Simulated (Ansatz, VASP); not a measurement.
# One calculation of BeAg2, two programs

File INCAR:

```
  ALGO = Fast
  EDIFF = 1E-7
  EDIFFG = -0.01
  ENCUT = 600
  GGA = PE
  IBRION = 2
  ISIF = 3
  ISMEAR = 0
  LASPH = T
  LCHARG = F
  LREAL = F
  LWAVE = F
  NELM = 100
  NSW = 100
  PREC = Accurate
  SIGMA = 0.1
```

File KPOINTS:

```
k-points
0
Gamma
  14 14 14
```

File POSCAR:

```
BeAg2
1.0
    0.0000000000      2.8910449160      2.8910449160
    2.8910449160      0.0000000000      2.8910449160
    2.8910449160      2.8910449160      0.0000000000
Be Ag
1 2
Direct
    0.0000000000      0.0000000000      0.0000000000
    0.2500000000      0.2500000000      0.2500000000
    0.7500000000      0.7500000000      0.7500000000
```

Input for Ansatz:

```yaml
crystal:
  lattice:
    - [0.0, 2.891044916, 2.891044916]
    - [2.891044916, 0.0, 2.891044916]
    - [2.891044916, 2.891044916, 0.0]
  atoms:
    - { symbol: Be, position: [0.0, 0.0, 0.0] }
    - { symbol: Ag, position: [0.25, 0.25, 0.25] }
    - { symbol: Ag, position: [0.75, 0.75, 0.75] }
basis:
  ecutwfc: 420
kpoints:
  mp_grid: { grid: [14, 14, 14] }
hamiltonian:
  xc: pbe
scf:
  occupations: { method: gaussian, width: 0.1 }
output:
  forces: true
  stress: true
  eigenvalues: true
  write_density: true
  write_potential: true
  elf: true
  volumetric_format: npy
relax:
  adjacent_minimum: "off"
  f_tol: 0.01
  max_steps: 80
  cell: { stress_tol: 0.05 }
```

Alike in both runs: task relaxation of cell and atoms; functional PBE; k mesh 14 × 14 × 14; occupations gaussian, width 0.1 eV; no spin polarisation.

|  | VASP | Ansatz |
| --- | --- | --- |
| version | VASP 6.6.1 | Ansatz 0.2.0 |
| potentials or method | VASP PAW PBE potentials, release 64 (Be, Ag), cutoff 600 eV | scalar-relativistic, plane waves, PAW |
| valence electrons in the cell | 24 | 40 |

```csv
,VASP,Ansatz,Ansatz less VASP
"gap on the k mesh at the Fermi level, each at its own relaxed structure (eV)",none,none,-
relaxed volume (Å³/atom),16.06,16.06,+0.006
relaxed cell length with the largest relative difference (Å),4.084,4.085,+0.0005
```

A gap of «none» marks a metal or a gap that the smearing closes. VASP's potentials hold 24 valence electrons a cell and Ansatz's 40, so a difference there can come from the potentials and not from the codes.
